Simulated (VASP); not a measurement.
BeCd3S4:

```
CELL_PARAMETERS angstrom
3.64050 0.00000 0.00000
-1.82025 3.15277 0.00000
0.00000 0.00000 13.39411
ATOMIC_POSITIONS crystal
Be 0.00000 0.00000 0.00000
Cd 0.00000 0.00000 0.50000
Cd 0.00000 0.00000 0.25286
Cd 0.00000 0.00000 0.74714
S 0.33333 0.66667 0.87392
S 0.33333 0.66667 0.37643
S 0.66667 0.33333 0.12608
S 0.66667 0.33333 0.62357
```

The cell was built from a structure type or drawn by symmetry, and may not be a known phase.

* Program: VASP 6.6.1
* Task: relaxation of cell and atoms
* Functional: PBE
* Potentials or basis: VASP PAW PBE potentials, release 64 (Be, Cd, S)
* Cutoff: 600 eV
* k mesh: 4 × 4 × 1
* Occupations: gaussian, width 0.15 eV
* Spin: no spin polarisation

At the start: pressure 1.3 GPa; volume 19.22 Å³/atom.

**Question.** How do energy, volume and symmetry change on relaxing?

**Answer.** Over 11 steps the energy falls by 159.8 meV/atom and the volume is 18.83 Å³/atom (-2.0 %); space group P-3m1 (No. 164, to 0.1 Å) before and after.

Step by step:
```tsv
step	energy change (eV)	largest force (eV/Å)	pressure (GPa)	volume (Å³)
1	0.0000	1.9349	1.30	153.73
2	-0.6225	1.3604	-0.99	157.03
3	-0.8612	0.6774	-3.04	160.87
4	-0.8651	0.6675	-2.81	160.37
5	-1.0632	0.6034	0.74	151.90
6	-1.0727	0.5811	1.97	149.52
7	-1.2305	0.3249	0.89	150.33
8	-1.2553	0.3239	0.38	150.79
9	-1.2757	0.1244	-0.39	152.17
10	-1.2764	0.0873	-0.55	152.49
11	-1.2780	0.0698	0.41	150.65
```

Final structure:
```
Be Cd S
1.0
     3.72481    0.00000    0.00000
    -1.86241    3.22578    0.00000
     0.00000    0.00000   12.53832
Be Cd S
1 3 4
Cartesian
  3.7248 0.0000 12.5383
  3.7248 0.0000 6.2692
  3.7248 0.0000 2.9411
  0.0000 0.0000 9.5972
  0.0000 2.1505 11.3205
  0.0000 2.1505 4.6025
  1.8624 1.0753 1.2178
  1.8624 1.0753 7.9359
```

Caveat: the k points lie up to 0.50 Å⁻¹ apart in the final cell; the relaxation stopped at a loose force limit of 0.08 eV/Å, so its end isn't a converged minimum.
